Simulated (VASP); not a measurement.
Y:

```xyz
1
Lattice="-1.7564 1.7564 2.6865 1.7564 -1.7564 2.6865 1.7564 1.7564 -2.6865" Properties=species:S:1:pos:R:3 pbc="T T T"
Y     0.0000    0.0000    2.6865
```

```yaml
Program: VASP 6.6.1
Task: relaxation of cell and atoms
Functional: r2SCAN
Potentials_or_basis: VASP PAW PBE potentials, release 64 (Y_sv)
Cutoff: 600 eV
k_mesh: 8 × 8 × 8
Occupations: gaussian, width 0.1 eV
Spin: no spin polarisation
```

At the start: pressure -0.1 GPa; volume 33.15 Å³/atom.

Problem. How do energy, volume and symmetry change on relaxing?

Solution. Over 6 steps the energy falls by 10.5 meV/atom and the volume is 32.97 Å³/atom (-0.5 %); space group I4/mmm (No. 139, to 0.1 Å) before, Fm-3m (No. 225, to 0.1 Å).

Step by step:
```csv
step,energy change (eV),largest force (eV/Å),pressure (GPa),volume (Å³)
1,0.0000,0.0000,-0.09,33.15
2,-0.0035,0.0000,-0.02,33.06
3,-0.0101,0.0000,0.29,32.75
4,-0.0102,0.0000,0.38,32.68
5,-0.0102,0.0000,-0.30,33.27
6,-0.0105,0.0000,0.03,32.97
```

Final structure:
```xyz
1
Lattice="-1.8015 1.8015 2.5400 1.8015 -1.8015 2.5400 1.8015 1.8015 -2.5400" Properties=species:S:1:pos:R:3 pbc="T T T"
Y     0.0000    0.0000    2.5400
```

Caveat: the PAW data sets were made with another functional, which shifts forces and pressure a little.
